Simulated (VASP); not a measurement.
# C (R-3m) in VASP: a series of runs

The runs below take C through single point, with PBE+D3(BJ).

Everything below comes from runs of VASP 6.6.1. Logs are shortened: lines on timing, memory, paths and dates and some standing lists are left out, and cuts for length are marked.

**1. The cell of the first run**

The structure is trigonal, space group R-3m (No. 166). Conventional cell: a = 2.506 Å, b = 2.506 Å, c = 10.253 Å, α = 90.00°, β = 90.00°, γ = 120.00°. Within 1.9 Å of C (site symmetry 3m) lie 3 C at 1.46 Å.

**2. Single point, PBE+D3(BJ)**

File INCAR:

```
PREC = Accurate ; ENCUT = 520
EDIFF = 1E-6 ; ISMEAR = 0
SIGMA = 0.05 ; LREAL = F
LASPH = T ; NELM = 100
ALGO = Normal ; ISIF = 2
LWAVE = F ; LCHARG = T
GGA = PE ; IVDW = 12
LELF = T ; LVHAR = T
NBANDS = 11
```

File KPOINTS:

```
regular mesh
0
Gamma
  15 15 15
```

File POSCAR:

```
C
1.0
    1.2530811925      0.7234667638      3.4175230126
   -1.2530811925      0.7234667638      3.4175230126
    0.0000000000     -1.4469335276      3.4175230125
C
2
Direct
    0.1741321547      0.1741321547      0.1741321547
    0.8258678453      0.8258678453      0.8258678453
```

Potentials or basis: VASP PAW PBE potentials, release 64 (C).

Run with:

```sh
$ cat potpaw_PBE.64/C/POTCAR > POTCAR
$ mpirun -np 1 vasp_std > vasp.out
```

OUTCAR:

```text
PREC = Accurate
   ENCUT = 520
   EDIFF = 1E-6
   ISMEAR = 0
   LREAL = F
   LASPH = T
   NELM = 100
   ISIF = 2
   GGA = PE
   IVDW = 12
 IVDW          = 12

 ion  position               nearest neighbor table
   1  0.174  0.174  0.174-   2 1.46   2 1.46   2 1.46
   2  0.826  0.826  0.826-   1 1.46   1 1.46   1 1.46

  LATTYP: Found a trigonal (rhomboedric) cell.
 ALAT       =     3.7112100688
 COS(alpha) =     0.7719881893

  Lattice vectors:

 A1 = (   1.2530811925,   0.7234667638,   3.4175230126)
 A2 = (  -1.2530811925,   0.7234667638,   3.4175230126)
 A3 = (   0.0000000000,  -1.4469335276,   3.4175230125)

Analysis of symmetry for initial positions (statically):
=====================================================================
 Subroutine PRICEL returns:
 Original cell was already a primitive cell.

 Routine SETGRP: Setting up the symmetry group for a
 trigonal (rhombohedral) supercell.

 Subroutine GETGRP returns: Found 12 space group operations
 (whereof 12 operations were pure point group operations)
 out of a pool of 12 trial point group operations.

The static configuration has the point symmetry D_3d.

Analysis of symmetry for dynamics (positions and initial velocities):
=====================================================================
 Subroutine PRICEL returns:
 Original cell was already a primitive cell.

 Routine SETGRP: Setting up the symmetry group for a
 trigonal (rhombohedral) supercell.

 Subroutine GETGRP returns: Found 12 space group operations
 (whereof 12 operations were pure point group operations)
 out of a pool of 12 trial point group operations.

The dynamic configuration has the point symmetry D_3d.

 Subroutine INISYM returns: Found 12 space group operations
 (whereof 12 operations are pure point group operations),
 and found     1 'primitive' translations

----------------------------------------------------------------------------------------

                                     Primitive cell

  volume of cell :      18.5892

  direct lattice vectors                    reciprocal lattice vectors
     1.253081193  0.723466764  3.417523013     0.399016443  0.230372251  0.097536529
    -1.253081193  0.723466764  3.417523013    -0.399016443  0.230372251  0.097536529
     0.000000000 -1.446933528  3.417523012     0.000000000 -0.460744501  0.097536529

  length of vectors
     3.711210069  3.711210069  3.711210069     0.470955274  0.470955274  0.470955274

  position of ions in fractional coordinates (direct lattice)
     0.174132155  0.174132155  0.174132155
     0.825867845  0.825867845  0.825867845

  ion indices of the primitive-cell ions
   primitive index   ion index
                 1           1
                 2           2

----------------------------------------------------------------------------------------

 KPOINTS: regular mesh

Automatic generation of k-mesh.
 Grid dimensions read from file:
 generate k-points for:   15   15   15

 Generating k-lattice:

  Cartesian coordinates                     Fractional coordinates (reciprocal lattice)
     0.026601096  0.015358150  0.006502435     0.066666667  0.000000000  0.000000000
    -0.026601096  0.015358150  0.006502435     0.000000000  0.066666667  0.000000000
     0.000000000 -0.030716300  0.006502435     0.000000000  0.000000000  0.066666667

  Length of vectors
     0.031397018  0.031397018  0.031397018

  Shift w.r.t. Gamma in fractional coordinates (k-lattice)
     0.000000000  0.000000000  0.000000000

 Subroutine IBZKPT returns following result:
 ===========================================

 Found    344 irreducible k-points:

 Following reciprocal coordinates:
            Coordinates               Weight
  0.000000  0.000000  0.000000      1.000000
  0.066667  0.000000  0.000000      6.000000
  0.133333  0.000000 -0.000000      6.000000
  0.200000  0.000000 -0.000000      6.000000
  0.266667  0.000000 -0.000000      6.000000
  0.333333  0.000000  0.000000      6.000000
[... 16 lines left out ...]
  0.133333  0.133333 -0.000000      6.000000
  0.200000  0.133333 -0.000000     12.000000
 [... further k-points ...]
   k-points           NKPTS =    344   k-points in BZ     NKDIM =    344   number of bands    NBANDS=     11
   number of dos      NEDOS =    301   number of ions     NIONS =      2
   total plane-waves  NPLWV =  21952
   dimension x,y,z NGX =    28 NGY =   28 NGZ =   28
   dimension x,y,z NGXF=    56 NGYF=   56 NGZF=   56
   ions per type =               2
   NGX,Y,Z   is equivalent  to a cutoff of  12.54, 12.54, 12.54 a.u.
   NGXF,Y,Z  is equivalent  to a cutoff of  25.09, 25.09, 25.09 a.u.
 SYSTEM =  unknown system
   PREC   = accura    normal or accurate (medium, high low for compatibility)
   ISTART =      0    job   : 0-new  1-cont  2-samecut
   ICHARG =      2    charge: 1-file 2-atom 10-const
   ISPIN  =      1    spin polarized calculation?
   LNONCOLLINEAR =      F non collinear calculations
   LSORBIT =      F    spin-orbit coupling
   LASPH  =      T    aspherical Exc in radial PAW
   ENCUT  =  520.0 eV  38.22 Ry    6.18 a.u.   6.90  6.90  6.90*2*pi/ulx,y,z
   NELM   =    100;   NELMIN=  2; NELMDL= -5     # of ELM steps
   EDIFF  = 0.1E-05   stopping-criterion for ELM
   LREAL  =      F    real-space projection
   EDIFFG = 0.1E-04   stopping-criterion for IOM
   NSW    =      0    number of steps for IOM
   IBRION =     -1    ionic relax: 0-MD 1-quasi-New 2-CG
   NFREE  =      0    steps in history (QN), initial steepest desc. (CG)
   ISIF   =      2    stress and relaxation
   ISYM   =      2    0-nonsym 1-usesym 2-fastsym
   POTIM  = 0.5000    time-step for ionic-motion
   TEBEG  =    0.0;   TEEND  =   0.0 temperature during run
   PSTRESS=    0.0 pullay stress
   NELECT =       8.0000    total number of electrons
   NUPDOWN=      -1.0000    fix difference up-down
   EMIN   =  10.00;   EMAX   =-10.00  energy-range for DOS
   EFERMI =   0.00;   METHOD = LEGACY
   ISMEAR =     0;   SIGMA  =   0.05  broadening in eV -4-tet -1-fermi 0-gaus
   EFERMI_NEDOS =   21; number of points for ismear=-14 and -15
   IALGO  =     38    algorithm
   IMIX   =      4    mixing-type and parameters
     AMIX     =   0.40;   BMIX     =  1.00
     AMIX_MAG =   1.60;   BMIX_MAG =  1.00
  volume/ion in A,a.u.               =       9.29        62.72
  Fermi-wavevector in a.u.,A,eV,Ry     =   1.235999  2.335699 20.785520  1.527693
  Thomas-Fermi vector in A             =   2.370625
   LORBIT       =      0    0 simple, 1 ext, 2 COOP (PROOUT), +10 PAW based schemes
   GGA     = PE    functional components
   LHFCALC =     F    Hartree Fock is set to
   AEXX    =    0.0000 exact exchange contribution
   IVDW    =    12    specifies the selected vdW correction
   LEPSILON=     F    determine dielectric tensor
   LRPA    =     F    only Hartree local field effects (RPA)
 non-spin polarized calculation
 Gauss-broadening in eV      SIGMA  =   0.05
  energy-cutoff  :      520.00
  volume of cell :       18.59
 maximum number of plane-waves:       517
   NGX = 13   NGY = 13   NGZ = 13

 number of electron       8.0000000 magnetization

 Free energy of the ion-electron system (eV)
  ---------------------------------------------------
  ext. energy  EPLUGINS =         0.00000000
  ---------------------------------------------------
  free energy    TOTEN  =       -18.19949678 eV

  energy without entropy =      -18.19949678  energy(sigma->0) =      -18.19949678

 E-fermi :   4.1560     XC(G=0): -10.1319

 val. band max:        3.9551824618   @ k =  -0.3333   0.3333   0.0000
 cond. band min:       4.3649485471   @ k =  -0.3333   0.3333   0.0000
 fundamental gap:      0.4097660853
 Fermi energy:         4.1560148960

 k-point     1 :       0.0000    0.0000    0.0000
  band No.  band energies     occupation
      1     -14.9622      2.00000
      2      -1.9996      2.00000
      3       1.3891      2.00000
      4       1.3891      2.00000
      5       8.0296      0.00000
      6      12.2753      0.00000
      7      12.2753      0.00000
      8      15.4086      0.00000
      9      15.6728      0.00000
     10      26.3860      0.00000
     11      28.9990      0.00000

 k-point     2 :       0.0667    0.0000    0.0000
  band No.  band energies     occupation
      1     -14.8576      2.00000
      2      -1.8981      2.00000
      3       0.9666      2.00000
      4       1.1793      2.00000
      5       8.1585      0.00000
      6      12.3264      0.00000
      7      12.6944      0.00000
      8      15.0863      0.00000
      9      15.8867      0.00000
     10      26.6282      0.00000
     11      28.1637      0.00000

 k-point     3 :       0.1333    0.0000   -0.0000
  band No.  band energies     occupation
      1     -14.5448      2.00000
      2      -1.5985      2.00000
      3      -0.1473      2.00000
      4       0.6466      2.00000
      5       8.5298      0.00000
      6      12.3306      0.00000
      7      13.8434      0.00000
      8      14.2102      0.00000
      9      16.5759      0.00000
     10      25.8759      0.00000
     11      27.6704      0.00000

 k-point     4 :       0.2000    0.0000   -0.0000
  band No.  band energies     occupation
      1     -14.0264      2.00000
      2      -1.7207      2.00000
      3      -1.0512      2.00000
      4      -0.0212      2.00000
      5       9.0652      0.00000
      6      12.1639      0.00000
      7      13.0284      0.00000
      8      15.4949      0.00000
      9      17.6735      0.00000
     10      23.9129      0.00000
     11      26.7997      0.00000
[... 239 lines left out ...]
 k-point    22 :      -0.0667    0.0667    0.0000
  band No.  band energies     occupation
      1     -14.6525      2.00000
      2      -1.6633      2.00000
      3       0.2514      2.00000
      4       0.7553      2.00000
      5       8.3406      0.00000
      6      12.5003      0.00000
      7      13.2891      0.00000
      8      14.4868      0.00000
      9      16.3865      0.00000
     10      26.3684      0.00000
     11      27.0151      0.00000

 k-point    23 :       0.1333    0.1333   -0.0000
  band No.  band energies     occupation
      1     -14.5306      2.00000
      2      -1.7244      2.00000
      3      -0.1342      2.00000
      4       0.6342      2.00000
      5       8.7705      0.00000
      6      12.2848      0.00000
      7      13.8503      0.00000
      8      14.2253      0.00000
      9      16.6021      0.00000
     10      25.6409      0.00000
     11      27.3831      0.00000

 k-point    24 :       0.2000    0.1333   -0.0000
  band No.  band energies     occupation
      1     -14.2128      2.00000
      2      -1.5012      2.00000
      3      -0.9443      2.00000
      4       0.0535      2.00000
      5       9.1820      0.00000
      6      12.5402      0.00000
      7      13.5437      0.00000
      8      14.3563      0.00000
      9      17.4702      0.00000
     10      24.1598      0.00000
     11      27.3888      0.00000

 [... further k-points ...]

------------------------ aborting loop because EDIFF is reached ----------------------------------------

 Edisp (eV)   -0.30281

 E8    (eV) :    -0.0857

  FORCE on cell =-STRESS in cart. coord.  units (eV):
  Direction    XX          YY          ZZ          XY          YZ          ZX
  --------------------------------------------------------------------------------------
  -------------------------------------------------------------------------------------
  Total      -2.17323    -2.17323    -0.43332     0.00000    -0.00000     0.00000
  in kB    -187.30754  -187.30754   -37.34684     0.00000    -0.00000     0.00000
  external pressure =     -137.32 kB  Pullay stress =        0.00 kB

 VOLUME and BASIS-vectors are now :
 -----------------------------------------------------------------------------
  energy-cutoff  :      520.00
  volume of cell :       18.59
      direct lattice vectors                 reciprocal lattice vectors
     1.253081193  0.723466764  3.417523013     0.399016443  0.230372251  0.097536529
    -1.253081193  0.723466764  3.417523013    -0.399016443  0.230372251  0.097536529
     0.000000000 -1.446933528  3.417523012     0.000000000 -0.460744501  0.097536529

 POSITION                                       TOTAL-FORCE (eV/Angst)
 -----------------------------------------------------------------------------------
      0.00000      0.00000      1.78530         0.000000      0.000000     -2.560639
      0.00000      0.00000      8.46727         0.000000     -0.000000      2.560639
 -----------------------------------------------------------------------------------
    total drift:                                0.000000     -0.000000     -0.000000

  FREE ENERGIE OF THE ION-ELECTRON SYSTEM (eV)
  ---------------------------------------------------
  free  energy   TOTEN  =       -18.5023079099 eV

  energy  without entropy=      -18.5023079099  energy(sigma->0) =      -18.50230791
```

Run time: 52 s. Hardware: 1 thread of Intel Xeon Platinum 8488C (Sapphire Rapids), shared host; peak memory 0.2 GiB.

Results:

- Free energy: -18.5023 eV
- Pressure: -13.7 GPa
- Largest force: 2.561 eV/Å
- Band gap on the k mesh: 0.41 eV, direct
- Dispersion energy per atom: -0.151 eV

Forces in eV/Å, atoms in the order of the input:
```
C    0.000  0.000 -2.561
C    0.000  0.000  2.561
```

Levels at points of the mesh, in eV from the valence-band top:
```tsv
k point	band 1	band 2	band 3	band 4	band 5	band 6	band 7	band 8
(0.00, 0.00, 0.00)	-18.92	-5.95	-2.57	-2.57	4.07	8.32	8.32	11.45
```

Caveat: forces of over 1 eV/Å act on the atoms, so gaps and moduli don't describe the material at rest. A k mesh can miss the band edges.

**3. Single point, PBE+D3(BJ)**

This run uses another cell than the first one, of 9.52 Å³/atom, 1.025 times its volume.

File INCAR:

```
PREC = Accurate ; ENCUT = 520
EDIFF = 1E-6 ; ISMEAR = 0
SIGMA = 0.05 ; LREAL = F
LASPH = T ; NELM = 60
ALGO = Normal ; ISIF = 2
LWAVE = F ; LCHARG = F
GGA = PE ; IVDW = 12
NBANDS = 11
```

File KPOINTS:

```
Automatic mesh
0
Gamma
  15 15 15
```

File POSCAR:

```
C
1.0
    1.2633109298      0.7293729054      3.4454225316
   -1.2633109298      0.7293729054      3.4454225316
    0.0000000000     -1.4587458108      3.4454225316
C
2
Direct
    0.1760162971      0.1760162971      0.1760162971
    0.8239837029      0.8239837029      0.8239837029
```

Potentials or basis: VASP PAW PBE potentials, release 64 (C).

Run with:

```sh
$ cat potpaw_PBE.64/C/POTCAR > POTCAR
$ mpirun -np 1 vasp_std > vasp.out
```

Wall time 55 s (1 thread of Intel Xeon Platinum 8488C (Sapphire Rapids), shared host); peak memory 0.2 GiB.

Results (log left out):

```
Free energy                : -18.3427 eV
Pressure                   : -19.6 GPa
Largest force              : 3.216 eV/Å
Band gap on the k mesh     : 0.36 eV, direct
Dispersion energy per atom : -0.149 eV
```

Forces in eV/Å, atoms in the order of the input:
```
C    0.000  0.000 -3.216
C    0.000  0.000  3.216
```

Stress tensor (GPa, compression positive):
```
-26.47   0.00   0.00
  0.00 -26.47   0.00
  0.00   0.00  -5.74
```

Levels at points of the mesh, in eV from the valence-band top:
| k point | band 2 | band 3 | band 4 | band 5 | band 6 | band 7 |
| --- | --- | --- | --- | --- | --- | --- |
| (0.00, 0.00, 0.00) | -5.78 | -2.46 | -2.46 | 3.84 | 8.17 | 8.17 |

Caveat: forces of over 1 eV/Å act on the atoms, so gaps and moduli don't describe the material at rest. A k mesh can miss the band edges.
